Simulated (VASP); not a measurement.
Wanted: the native input for a VASP 6.6.1 run.

| Property | Result |
| --- | --- |
| Task | relaxation of cell and atoms |
| Functional | revPBE |
| Dispersion | D3(BJ) |
| Potentials or basis | VASP PAW PBE potentials, release 64 (Ta_pv) |
| Cutoff | 600 eV |
| k mesh | 11 × 11 × 11 |
| Occupations | fermi-dirac, width 0.05 eV |
| Spin | no spin polarisation |
| Dipole correction | no |
| Further INCAR settings | ALGO = Fast; EDIFF = 1e-06; IBRION = 2; EDIFFG = -0.01; NSW = 60; ISIF = 3 |

The structure of Ta lies in POSCAR:

```
Ta
1.0
   -1.6512800000      1.6512800000      1.6512800000
    1.6512800000     -1.6512800000      1.6512800000
    1.6512800000      1.6512800000     -1.6512800000
Ta
1
Direct
    0.0000000000      0.0000000000      0.0000000000
```

One way to write it, as run:

INCAR

```
  PREC = Accurate
  ENCUT = 600
  EDIFF = 1E-6
  ISMEAR = -1
  SIGMA = 0.05
  LREAL = F
  LASPH = T
  NELM = 100
  ALGO = Fast
  ISIF = 3
  LWAVE = F
  LCHARG = F
  GGA = RE
  IVDW = 12
  IBRION = 2
  NSW = 60
  EDIFFG = -0.01
```

KPOINTS

```
Automatic mesh
0
Gamma
  11 11 11
```

Potentials or basis: VASP PAW PBE potentials, release 64 (Ta_pv).

Command:

```bash
$ cat potpaw_PBE.64/Ta_pv/POTCAR > POTCAR
$ mpirun -np 1 vasp_std > vasp.out
```

It gave:

```json
{
  "Relaxed volume": "17.52 Å³/atom",
  "Relaxed cell": "a = 2.834 Å, b = 2.834 Å, c = 2.834 Å, α = 109.47°, β = 109.47°, γ = 109.47°",
  "Space group after relaxing (to 0.05 Å)": "Im-3m (No. 229)",
  "Energy gained by relaxing": "8.8 meV/atom",
  "Ionic steps": "4",
  "Pressure after relaxing": "0.0 GPa",
  "Dispersion energy per atom": "-1.211 eV"
}
```

Caveat: the PAW data sets were made with another functional, which shifts forces and pressure a little; pairwise dispersion overbinds metals, which lowers pressure and volume.

Wall time 41 s on 1 thread of Intel Xeon 8259CL (shared host), peak memory 0.16 GiB.
